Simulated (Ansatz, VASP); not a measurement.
## Ti in VASP and in Ansatz

The input INCAR:

```
SYSTEM = Ti
ALGO = Normal
EDIFF = 1E-6
ENCUT = 520
GGA = PS
ISIF = 2
ISMEAR = 0
LASPH = .True.
LCHARG = .False.
LREAL = .False.
LWAVE = .False.
NBANDS = 12
NELM = 100
PREC = Accurate
SIGMA = 0.15
```

File KPOINTS:

```
k-points
0
Gamma
  20 20 20
  0 0 0
```

POSCAR

```
Ti
1.0
    0.0000000000      1.8676000000      2.1924000000
    1.8676000000      0.0000000000      2.1924000000
    1.8676000000      1.8676000000      0.0000000000
Ti
1
Direct
    0.0000000000      0.0000000000      0.0000000000
```

Input for Ansatz:

```yaml
crystal:
  lattice:
    - [0.0, 1.8676, 2.1924]
    - [1.8676, 0.0, 2.1924]
    - [1.8676, 1.8676, 0.0]
  atoms:
    - { symbol: Ti, position: [0.0, 0.0, 0.0] }
basis:
  ecutwfc: 420
kpoints:
  mp_grid: { grid: [20, 20, 20] }
hamiltonian:
  xc: pbesol
scf:
  occupations: { method: gaussian, width: 0.15 }
output:
  forces: true
  stress: true
  eigenvalues: true
  write_density: true
  write_potential: true
  elf: true
  volumetric_format: npy
```

Change from the starting cell: strain -0.080 along x and y, +0.080 along z, atoms carried along.

Alike in both runs: task single point; functional PBEsol; k mesh 20 × 20 × 20; occupations gaussian, width 0.15 eV; no spin polarisation.

|  | VASP | Ansatz |
| --- | --- | --- |
| version | VASP 6.6.1 | Ansatz 0.2.0 |
| potentials or method | VASP PAW PBE potentials, release 64 (Ti_sv), cutoff 520 eV | scalar-relativistic, plane waves, PAW |
| valence electrons in the cell | 12 | 12 |

```csv
,VASP,Ansatz,Ansatz less VASP
gap on the k mesh at the Fermi level (eV),none,none,-
pressure (GPa),10.4,10.8,+0.40
"traceless stress, the component that is largest in VASP (GPa)",-2.64,-2.57,+0.073
```

VASP's potentials were made for PBE, not for PBEsol. A gap of «none» marks a metal or a gap that the smearing closes.
